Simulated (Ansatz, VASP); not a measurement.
B5Pt in VASP and in Ansatz

```
B Pt
1.0
     5.65031    0.00000    0.00000
    -2.82515    4.89331    0.00000
     0.00000    0.00000    2.40502
B Pt
5 1
Cartesian
  0.0000 3.2622 1.2025
  2.8252 1.6311 1.2025
  2.8252 0.0000 1.2025
  -1.4126 2.4467 1.2025
  1.4126 2.4467 1.2025
  0.0000 0.0000 0.0000
```

Alike in both runs: functional PBE; k mesh 6 × 6 × 8; occupations gaussian, width 0.1 eV; no spin polarisation.

Ansatz relaxed the structure, and its values are those at the end. VASP's run is a single point on that final structure, the one shown.

```csv
,VASP,Ansatz
version,VASP 6.6.1,Ansatz 0.2.0
potentials or method,"VASP PAW PBE potentials, release 64 (B, Pt), cutoff 520 eV","scalar-relativistic, plane waves, PAW"
valence electrons in the cell,25,33
```

Ansatz gave:

```
gap on the k mesh at the Fermi level (eV) : none
pressure (GPa)                            : -0.1
```

Problem. Estimate VASP's values.

Solution. gap on the k mesh at the Fermi level (eV): none; pressure (GPa): -0.2.

A gap of «none» marks a metal or a gap that the smearing closes. VASP's potentials hold 25 valence electrons a cell and Ansatz's 33, so a difference there can come from the potentials and not from the codes.

Spin-orbit coupling is off throughout.
